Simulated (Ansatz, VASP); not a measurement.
# NbH2 in VASP and in Ansatz

```
CELL_PARAMETERS angstrom
0.00000 2.25915 2.25915
2.25915 0.00000 2.25915
2.25915 2.25915 0.00000
ATOMIC_POSITIONS crystal
Nb 0.00000 0.00000 0.00000
H 0.25000 0.25000 0.25000
H 0.75000 0.75000 0.75000
```

Alike in both runs: functional PBEsol; k mesh 12 × 12 × 12; occupations fermi-dirac, width 0.05 eV; no spin polarisation.

Ansatz relaxed the structure, and its values are those at the end. VASP's run is a single point on that final structure, the one shown.

|  | VASP | Ansatz |
| --- | --- | --- |
| version | VASP 6.6.1 | Ansatz 0.2.0 |
| potentials or method | VASP PAW PBE potentials, release 64 (Nb_sv, H) | PAW with Ansatz's default frozen-core files, scalar-relativistic |
| plane-wave cutoff (eV) | 520 | 420 |
| valence electrons in the cell | 15 | 15 |

VASP gave:

```
pressure (GPa) : -0.5
```

**Question.** What did Ansatz give for the same quantities?

**Answer.** Pressure (GPa): 0.0.

VASP's potentials were made for PBE, not for PBEsol.
